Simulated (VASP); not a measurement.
# Sn3SeS2 (P-3m1) in VASP: settings compared, part 2 of 2

VASP 6.6.1.

## (4) Single point, PBE

File INCAR:

```
SYSTEM = Sn3SeS2
PREC = Accurate ; ENCUT = 520
EDIFF = 1E-6 ; ISMEAR = 0
SIGMA = 0.02 ; LREAL = .FALSE.
LASPH = .TRUE. ; NELM = 60
ALGO = Normal ; ISIF = 2
LWAVE = .FALSE. ; LCHARG = .FALSE.
GGA = PE ; NBANDS = 39
```

File KPOINTS:

```
Automatic mesh
0
G
  12 12 4
  0 0 0
```

File POSCAR:

```
Sn3SeS2
1.0
    4.1868804063      0.0000000000      0.0000000000
   -2.0934402032      3.6259447945      0.0000000000
    0.0000000000      0.0000000000     10.2482033000
Sn Se S
3 1 2
Direct
    0.6666666667      0.3333333333      0.8242870000
    0.0000000000      0.0000000000      0.5000000000
    0.3333333333      0.6666666667      0.1757130000
    0.0000000000      0.0000000000      0.0000000000
    0.3333333333      0.6666666667      0.6622190000
    0.6666666667      0.3333333333      0.3377810000
```

Potentials or basis: VASP PAW PBE potentials, release 64 (Sn_d, Se, S).

Run with:

```bash
$ cat potpaw_PBE.64/Sn_d/POTCAR potpaw_PBE.64/Se/POTCAR potpaw_PBE.64/S/POTCAR > POTCAR
$ mpirun -np 1 vasp_std > vasp.out
```

OUTCAR:

```text
SYSTEM = Sn3SeS2
   PREC = Accurate
   ENCUT = 520
   EDIFF = 1E-6
   ISMEAR = 0
   LREAL = .FALSE.
   LASPH = .TRUE.
   NELM = 60
   ISIF = 2
   GGA = PE

 ion  position               nearest neighbor table
   1  0.667  0.333  0.824-   5 2.93   5 2.93   5 2.93   4 3.01   4 3.01   4 3.01
   2  0.000  0.000  0.500-   5 2.93   6 2.93   6 2.93   5 2.93   6 2.93   5 2.93
   3  0.333  0.667  0.176-   6 2.93   6 2.93   6 2.93   4 3.01   4 3.01   4 3.01
   4  0.000  0.000  0.000-   1 3.01   3 3.01   1 3.01   3 3.01   1 3.01   3 3.01
   5  0.333  0.667  0.662-   1 2.93   1 2.93   1 2.93   2 2.93   2 2.93   2 2.93
   6  0.667  0.333  0.338-   3 2.93   3 2.93   3 2.93   2 2.93   2 2.93   2 2.93

  LATTYP: Found a hexagonal cell.
 ALAT       =     4.1868804063
 C/A-ratio  =     2.4476942987

  Lattice vectors:

 A1 = (   4.1868804063,   0.0000000000,   0.0000000000)
 A2 = (  -2.0934402032,   3.6259447945,   0.0000000000)
 A3 = (   0.0000000000,   0.0000000000,  10.2482033000)

Analysis of symmetry for initial positions (statically):
=====================================================================
 Subroutine PRICEL returns:
 Original cell was already a primitive cell.
[... 182 lines left out ...]
 fundamental gap:      0.4242197129
 Fermi energy:         6.1308358097

 k-point     1 :       0.0000    0.0000    0.0000
  band No.  band energies     occupation
      1     -15.6679      2.00000
      2     -15.6645      2.00000
      3     -15.6645      2.00000
      4     -15.6620      2.00000
      5     -15.6620      2.00000
      6     -15.6581      2.00000
[... 997 lines left out ...]
     38      10.2413      0.00000
     39      10.2656      0.00000

 [... further k-points ...]

------------------------ aborting loop because EDIFF is reached ----------------------------------------

  FORCE on cell =-STRESS in cart. coord.  units (eV):
  Direction    XX          YY          ZZ          XY          YZ          ZX
  --------------------------------------------------------------------------------------
  -------------------------------------------------------------------------------------
  Total       -0.0328455     -0.0328455     -0.0339480      0.0000000      0.0000000     -0.0000000
  in kB       -0.3382411     -0.3382411     -0.3495949      0.0000000      0.0000000     -0.0000000
  external PRESSURE =      -0.3420257 kB  Pullay stress =       0.0000000 kB

 VOLUME and BASIS-vectors are now :
 -----------------------------------------------------------------------------
  energy-cutoff  :      520.00
  volume of cell :      155.58
      direct lattice vectors                 reciprocal lattice vectors
     4.186880406  0.000000000  0.000000000     0.238841310  0.137895094  0.000000000
    -2.093440203  3.625944795  0.000000000     0.000000000  0.275790189  0.000000000
     0.000000000  0.000000000 10.248203300     0.000000000  0.000000000  0.097578080

 POSITION                                       TOTAL-FORCE (eV/Angst)
 -----------------------------------------------------------------------------------
      2.09344      1.20865      8.44746         0.000000      0.000000     -0.000811
      0.00000      0.00000      5.12410        -0.000000      0.000000      0.000000
     -0.00000      2.41730      1.80074        -0.000000      0.000000      0.000811
      0.00000      0.00000      0.00000        -0.000000      0.000000      0.000000
     -0.00000      2.41730      6.78655         0.000000     -0.000000     -0.000402
      2.09344      1.20865      3.46165        -0.000000      0.000000      0.000402
 -----------------------------------------------------------------------------------
    total drift:                                0.000000     -0.000000     -0.000000

  FREE ENERGIE OF THE ION-ELECTRON SYSTEM (eV)
  ---------------------------------------------------
  free  energy   TOTEN  =       -25.7507882802 eV

  energy  without entropy=      -25.7507882802  energy(sigma->0) =      -25.75078828
```

OSZICAR:

```text
N       E                     dE             d eps       ncg     rms          rms(c)
DAV:   1     0.609981214385E+03    0.60998E+03   -0.28447E+04  5630   0.201E+03
DAV:   2     0.725957853298E+02   -0.53739E+03   -0.52023E+03  5397   0.558E+02
DAV:   3    -0.204765041067E+02   -0.93072E+02   -0.89326E+02  6522   0.184E+02
DAV:   4    -0.264677325683E+02   -0.59912E+01   -0.59148E+01  6356   0.472E+01
DAV:   5    -0.266644955264E+02   -0.19676E+00   -0.19648E+00  6571   0.947E+00    0.854E+00
DAV:   6    -0.257277373627E+02    0.93676E+00   -0.18650E+00  7185   0.669E+00    0.525E+00
DAV:   7    -0.257486686905E+02   -0.20931E-01   -0.52810E-01  6603   0.253E+00    0.244E+00
DAV:   8    -0.257510241485E+02   -0.23555E-02   -0.56999E-02  6923   0.151E+00    0.321E-01
DAV:   9    -0.257501635205E+02    0.86063E-03   -0.63918E-03  6415   0.508E-01    0.150E-01
DAV:  10    -0.257506057535E+02   -0.44223E-03   -0.16538E-03  7159   0.243E-01    0.862E-02
DAV:  11    -0.257507429496E+02   -0.13720E-03   -0.16852E-04  6596   0.923E-02    0.304E-02
DAV:  12    -0.257507823382E+02   -0.39389E-04   -0.57582E-05  5495   0.503E-02    0.165E-02
DAV:  13    -0.257507879546E+02   -0.56164E-05   -0.87262E-06  6180   0.204E-02    0.407E-03
DAV:  14    -0.257507882802E+02   -0.32561E-06   -0.80432E-07  4133   0.559E-03
   1 F= -.25750788E+02 E0= -.25750788E+02  d E =-.182328E-21
```

Wall time 3 min (1 thread of Intel Xeon 6975P-C (Granite Rapids), shared host); peak memory 0.49 GiB.

What came out:

- Free energy: -25.7508 eV
- Pressure: 0.0 GPa
- Band gap on the k mesh: 0.42 eV, indirect (least direct gap 0.50 eV)

Caveat: spin-orbit coupling is left out, which moves the levels of the heavy elements. A k mesh can miss the band edges.

## (5) Single point, r2SCAN

POSCAR is that of step 4.

File INCAR.step1:

```
ALGO = Normal
EDIFF = 1E-4
ENCUT = 520
GGA = PE
ISMEAR = 0
LASPH = True
LCHARG = False
LREAL = False
LUSENCCL = False
LWAVE = True
NBANDS = 39
NELM = 80
PREC = Accurate
SIGMA = 0.02
```

File INCAR.step2:

```
ALGO = Normal
EDIFF = 1E-6
ENCUT = 520
ISIF = 2
ISMEAR = 0
ISTART = 1
LASPH = True
LCHARG = True
LELF = True
LMIXTAU = True
LREAL = False
LUSENCCL = False
LVHAR = True
LWAVE = False
METAGGA = R2SCAN
NBANDS = 39
NELM = 80
PREC = Accurate
SIGMA = 0.02
```

File KPOINTS:

```
k-points
0
Gamma
  12 12 4
```

Run with:

```bash
$ cat potpaw_PBE.64/Sn_d/POTCAR potpaw_PBE.64/Se/POTCAR potpaw_PBE.64/S/POTCAR > POTCAR
$ cp INCAR.step1 INCAR
$ mpirun -np 1 vasp_std > vasp.out
$ cp INCAR.step2 INCAR
$ mpirun -np 1 vasp_std > vasp.out
```

Run time: 5.8 min. Hardware: 1 × NVIDIA H100 80GB with 1 thread of AMD EPYC 7R13 (Zen 3), shared host; peak memory 1.5 GiB.

Results (log left out):

```
Free energy            : -106.9058 eV
Pressure               : -1.1 GPa
Largest force          : 0.025 eV/Å
Band gap on the k mesh : 0.39 eV, indirect (the least direct gap lies 0.7 meV higher)
```

Forces in eV/Å, atoms in the order of the input:
```
Sn   0.000  0.000  0.025
Sn   0.000  0.000  0.000
Sn   0.000  0.000 -0.025
Se   0.000  0.000  0.000
S    0.000  0.000 -0.006
S    0.000  0.000  0.006
```

Levels at points of the mesh, in eV from the valence-band top:
```csv
k point,band 28,band 29,band 30,band 31,band 32,band 33
"(0.00, 0.00, 0.00)",-2.34,-0.80,-0.76,1.41,1.46,1.78
"(0.50, 0.00, 0.00)",-2.98,-1.53,-1.52,1.45,1.57,2.26
"(0.00, 0.00, 0.50)",-1.94,-1.90,0.00,0.39,1.26,1.26
"(0.50, 0.00, 0.50)",-2.59,-2.56,0.00,0.39,1.28,1.28
```

Caveat: the PAW data sets were made with another functional, which shifts forces and pressure a little; spin-orbit coupling is left out, which moves the levels of the heavy elements.

## (6) Relaxation of cell and atoms, PBE

File INCAR:

```
SYSTEM = Sn3SeS2
ALGO = Normal
EDIFF = 1E-6
EDIFFG = -0.01
ENCUT = 600
GGA = PE
IBRION = 2
ISIF = 3
ISMEAR = 0
LASPH = .TRUE.
LCHARG = .FALSE.
LREAL = .FALSE.
LUSENCCL = .FALSE.
LWAVE = .FALSE.
NELM = 100
NSW = 100
PREC = Accurate
SIGMA = 0.02
```

File KPOINTS:

```
k-points
0
G
  12 12 4
  0 0 0
```

File POSCAR:

```
Sn3SeS2
1.0
    4.1868804000      0.0000000000      0.0000000000
   -2.0934402000      3.6259448000      0.0000000000
    0.0000000000      0.0000000000     10.2482033000
Sn Se S
3 1 2
Direct
    0.6666667000      0.3333333000      0.8242870000
    0.0000000000      0.0000000000      0.5000000000
    0.3333333000      0.6666667000      0.1757130000
    0.0000000000      0.0000000000      0.0000000000
    0.3333333000      0.6666667000      0.6622190000
    0.6666667000      0.3333333000      0.3377810000
```

Potentials or basis: VASP PAW PBE potentials, release 64 (Sn_d, Se, S).

Run with:

```bash
$ cat potpaw_PBE.64/Sn_d/POTCAR potpaw_PBE.64/Se/POTCAR potpaw_PBE.64/S/POTCAR > POTCAR
$ mpirun -np 1 vasp_std > vasp.out
```

OUTCAR:

```text
SYSTEM = Sn3SeS2
   EDIFF = 1E-6
   EDIFFG = -0.01
   ENCUT = 600
   GGA = PE
   IBRION = 2
   ISIF = 3
   ISMEAR = 0
   LASPH = .TRUE.
   LREAL = .FALSE.
   NELM = 100
   NSW = 100
   PREC = Accurate

 ion  position               nearest neighbor table
   1  0.667  0.333  0.824-   5 2.93   5 2.93   5 2.93   4 3.01   4 3.01   4 3.01
   2  0.000  0.000  0.500-   5 2.93   6 2.93   6 2.93   5 2.93   6 2.93   5 2.93
   3  0.333  0.667  0.176-   6 2.93   6 2.93   6 2.93   4 3.01   4 3.01   4 3.01
   4  0.000  0.000  0.000-   1 3.01   3 3.01   1 3.01   3 3.01   1 3.01   3 3.01
   5  0.333  0.667  0.662-   1 2.93   1 2.93   1 2.93   2 2.93   2 2.93   2 2.93
   6  0.667  0.333  0.338-   3 2.93   3 2.93   3 2.93   2 2.93   2 2.93   2 2.93

  LATTYP: Found a hexagonal cell.
 ALAT       =     4.1868804000
 C/A-ratio  =     2.4476943024

  Lattice vectors:

 A1 = (   4.1868804000,   0.0000000000,   0.0000000000)
 A2 = (  -2.0934402000,   3.6259448000,   0.0000000000)
 A3 = (   0.0000000000,   0.0000000000,  10.2482033000)

Analysis of symmetry for initial positions (statically):
=====================================================================
 Subroutine PRICEL returns:
 Original cell was already a primitive cell.

 Routine SETGRP: Setting up the symmetry group for a
 hexagonal supercell.

 Subroutine GETGRP returns: Found 12 space group operations
 (whereof 12 operations were pure point group operations)
 out of a pool of 24 trial point group operations.

The static configuration has the point symmetry D_3d.

Analysis of symmetry for dynamics (positions and initial velocities):
=====================================================================
 Subroutine PRICEL returns:
 Original cell was already a primitive cell.

 Routine SETGRP: Setting up the symmetry group for a
 hexagonal supercell.

 Subroutine GETGRP returns: Found 12 space group operations
 (whereof 12 operations were pure point group operations)
 out of a pool of 24 trial point group operations.

The dynamic configuration has the point symmetry D_3d.

 Subroutine INISYM returns: Found 12 space group operations
 (whereof 12 operations are pure point group operations),
 and found     1 'primitive' translations

----------------------------------------------------------------------------------------

                                     Primitive cell

  volume of cell :     155.5820

  direct lattice vectors                    reciprocal lattice vectors
     4.186880400  0.000000000  0.000000000     0.238841310  0.137895094 -0.000000000
    -2.093440200  3.625944800  0.000000000     0.000000000  0.275790189  0.000000000
     0.000000000  0.000000000 10.248203300     0.000000000 -0.000000000  0.097578080

  length of vectors
     4.186880400  4.186880410 10.248203300     0.275790189  0.275790189  0.097578080

  position of ions in fractional coordinates (direct lattice)
     0.666666700  0.333333300  0.824287000
     0.000000000  0.000000000  0.500000000
     0.333333300  0.666666700  0.175713000
     0.000000000  0.000000000  0.000000000
     0.333333300  0.666666700  0.662219000
     0.666666700  0.333333300  0.337781000

  ion indices of the primitive-cell ions
   primitive index   ion index
                 1           1
                 2           2
                 3           3
                 4           4
                 5           5
[... 35 lines left out ...]
  0.416667  0.000000  0.000000      6.000000
[... 16 lines left out ...]
  0.166667  0.000000  0.250000      6.000000
  0.000000  0.166667  0.250000      6.000000
 [... further k-points ...]
   k-points           NKPTS =     69   k-points in BZ     NKDIM =     69   number of bands    NBANDS=     36
   number of dos      NEDOS =    301   number of ions     NIONS =      6
   total plane-waves  NPLWV = 108864
   dimension x,y,z NGX =    36 NGY =   36 NGZ =   84
   dimension x,y,z NGXF=    72 NGYF=   72 NGZF=  168
   ions per type =               3   1   2
   NGX,Y,Z   is equivalent  to a cutoff of  14.29, 14.29, 13.63 a.u.
   NGXF,Y,Z  is equivalent  to a cutoff of  28.59, 28.59, 27.25 a.u.
 SYSTEM =  Sn3SeS2
   PREC   = accura    normal or accurate (medium, high low for compatibility)
   ISTART =      0    job   : 0-new  1-cont  2-samecut
   ICHARG =      2    charge: 1-file 2-atom 10-const
   ISPIN  =      1    spin polarized calculation?
   LNONCOLLINEAR =      F non collinear calculations
   LSORBIT =      F    spin-orbit coupling
   LASPH  =      T    aspherical Exc in radial PAW
   ENCUT  =  600.0 eV  44.10 Ry    6.64 a.u.   8.36  8.36 20.47*2*pi/ulx,y,z
   NELM   =    100;   NELMIN=  2; NELMDL= -5     # of ELM steps
   EDIFF  = 0.1E-05   stopping-criterion for ELM
   LREAL  =      F    real-space projection
   EDIFFG = -.1E-01   stopping-criterion for IOM
   NSW    =    100    number of steps for IOM
   IBRION =      2    ionic relax: 0-MD 1-quasi-New 2-CG
   NFREE  =      1    steps in history (QN), initial steepest desc. (CG)
   ISIF   =      3    stress and relaxation
   ISYM   =      2    0-nonsym 1-usesym 2-fastsym
   POTIM  = 0.5000    time-step for ionic-motion
   TEBEG  =    0.0;   TEEND  =   0.0 temperature during run
   PSTRESS=    0.0 pullay stress
   NELECT =      60.0000    total number of electrons
   NUPDOWN=      -1.0000    fix difference up-down
   EMIN   =  10.00;   EMAX   =-10.00  energy-range for DOS
   EFERMI =   0.00;   METHOD = LEGACY
   ISMEAR =     0;   SIGMA  =   0.02  broadening in eV -4-tet -1-fermi 0-gaus
   EFERMI_NEDOS =   21; number of points for ismear=-14 and -15
   IALGO  =     38    algorithm
   IMIX   =      4    mixing-type and parameters
     AMIX     =   0.40;   BMIX     =  1.00
     AMIX_MAG =   1.60;   BMIX_MAG =  1.00
  volume/ion in A,a.u.               =      25.93       174.99
  Fermi-wavevector in a.u.,A,eV,Ry     =   1.191623  2.251840 19.319791  1.419965
  Thomas-Fermi vector in A             =   2.327680
   LORBIT       =      0    0 simple, 1 ext, 2 COOP (PROOUT), +10 PAW based schemes
   GGA     = PE    functional components
   LHFCALC =     F    Hartree Fock is set to
   AEXX    =    0.0000 exact exchange contribution
   IVDW    =     0    specifies the selected vdW correction
   LEPSILON=     F    determine dielectric tensor
   LRPA    =     F    only Hartree local field effects (RPA)
 conjugate gradient relaxation of ions
 non-spin polarized calculation
 Gauss-broadening in eV      SIGMA  =   0.02
  energy-cutoff  :      600.00
  volume of cell :      155.58
 maximum number of plane-waves:      5231
 NGX is ok and might be reduce to    36
   NGX = 17   NGY = 17   NGZ = 41

 number of electron      59.9999993 magnetization

 Free energy of the ion-electron system (eV)
  ---------------------------------------------------
  ext. energy  EPLUGINS =         0.00000000
  ---------------------------------------------------
  free energy    TOTEN  =       -25.75138485 eV

  energy without entropy =      -25.75138485  energy(sigma->0) =      -25.75138485

 E-fermi :   6.1136     XC(G=0):  -9.6367

 val. band max:        6.0035073346   @ k =   0.0000   0.0000   0.5000
 cond. band min:       6.4277119720   @ k =   0.0833   0.0000   0.2500
 fundamental gap:      0.4242046374
 Fermi energy:         6.1135783607

 k-point     1 :       0.0000    0.0000    0.0000
  band No.  band energies     occupation
      1     -15.6680      2.00000
      2     -15.6646      2.00000
      3     -15.6646      2.00000
      4     -15.6621      2.00000
      5     -15.6621      2.00000
      6     -15.6583      2.00000
[... 925 lines left out ...]
     35       8.5317      0.00000
     36       9.2114      0.00000

 [... further k-points ...]

------------------------ aborting loop because EDIFF is reached ----------------------------------------

  FORCE on cell =-STRESS in cart. coord.  units (eV):
  Direction    XX          YY          ZZ          XY          YZ          ZX
  --------------------------------------------------------------------------------------
  -------------------------------------------------------------------------------------
  Total       -0.0028551     -0.0028551     -0.0030297      0.0000000     -0.0000000     -0.0000000
  in kB       -0.0294017     -0.0294017     -0.0311997      0.0000000     -0.0000000     -0.0000000
  external PRESSURE =      -0.0300010 kB  Pullay stress =       0.0000000 kB

 VOLUME and BASIS-vectors are now :
 -----------------------------------------------------------------------------
  energy-cutoff  :      600.00
  volume of cell :      155.58
      direct lattice vectors                 reciprocal lattice vectors
     4.186880400  0.000000000  0.000000000     0.238841310  0.137895094 -0.000000000
    -2.093440200  3.625944800  0.000000000     0.000000000  0.275790189  0.000000000
     0.000000000  0.000000000 10.248203300     0.000000000 -0.000000000  0.097578080

 POSITION                                       TOTAL-FORCE (eV/Angst)
 -----------------------------------------------------------------------------------
      2.09344      1.20865      8.44746        -0.000000     -0.000000     -0.000881
      0.00000      0.00000      5.12410        -0.000000      0.000000     -0.000000
     -0.00000      2.41730      1.80074         0.000000      0.000000      0.000881
      0.00000      0.00000      0.00000        -0.000000      0.000000     -0.000000
     -0.00000      2.41730      6.78655        -0.000000      0.000000     -0.000392
      2.09344      1.20865      3.46165         0.000000     -0.000000      0.000392
 -----------------------------------------------------------------------------------
    total drift:                               -0.000000      0.000000      0.000000

  FREE ENERGIE OF THE ION-ELECTRON SYSTEM (eV)
  ---------------------------------------------------
  free  energy   TOTEN  =       -25.7513848506 eV

  energy  without entropy=      -25.7513848506  energy(sigma->0) =      -25.75138485

 reached required accuracy - stopping structural energy minimisation
```

Wall time 4.3 min (1 × NVIDIA H100 80GB with 1 thread of AMD EPYC 7R13 (Zen 3), shared host); peak memory 1.6 GiB.

Results:

```yaml
Free_energy: -25.7514 eV
Pressure_after_relaxing: 0.0 GPa
Band_gap_on_the_k_mesh: 0.42 eV, indirect (least direct gap 0.50 eV)
```

Final structure:
```
Sn Se S
1.0
     4.18688    0.00000    0.00000
    -2.09344    3.62594    0.00000
     0.00000    0.00000   10.24820
Sn Se S
3 1 2
Cartesian
  2.0934 1.2086 8.4475
  0.0000 0.0000 5.1241
  0.0000 2.4173 1.8007
  0.0000 0.0000 0.0000
  0.0000 2.4173 6.7866
  2.0934 1.2086 3.4616
```

Caveat: the relaxation stopped at its first step, so nothing moved; spin-orbit coupling is left out, which moves the levels of the heavy elements.

## (7) The runs side by side

```csv
task,level,cell,k mesh,cutoff (eV),smearing,gap on the mesh (eV),pressure (GPa),largest force (eV/Å)
single point,PBE,as given,6 × 6 × 2,520,gaussian 0.1 eV,0.50,-0.4,0.02
single point,PBE,as given,12 × 12 × 4,520,gaussian 0.02 eV,0.42,0.0,-
single point,r2SCAN,as given,12 × 12 × 4,520,gaussian 0.02 eV,0.39,-1.1,0.02
relaxation of cell and atoms,PBE,relaxed,12 × 12 × 4,600,gaussian 0.02 eV,0.42,0.0,-
```

Alike in all rows: potentials or basis VASP PAW PBE potentials, release 64 (Sn_d, Se, S); no spin polarisation.

On the cell as given the gap runs from 0.39 eV (r2SCAN) to 0.50 eV (PBE); the meshes differ, which moves gaps too. The pressure there spans -1.1 GPa (r2SCAN) to 0.0 GPa (PBE); a positive pressure means that this level wants a larger cell, a negative one a smaller.

Caveats: spin-orbit coupling is left out, which moves the levels of the heavy elements; the PAW data sets were made with another functional, which shifts forces and pressure a little (some runs); the relaxation stopped at its first step, so nothing moved (some runs).

Absolute energies hang on the potentials; compare differences alone.
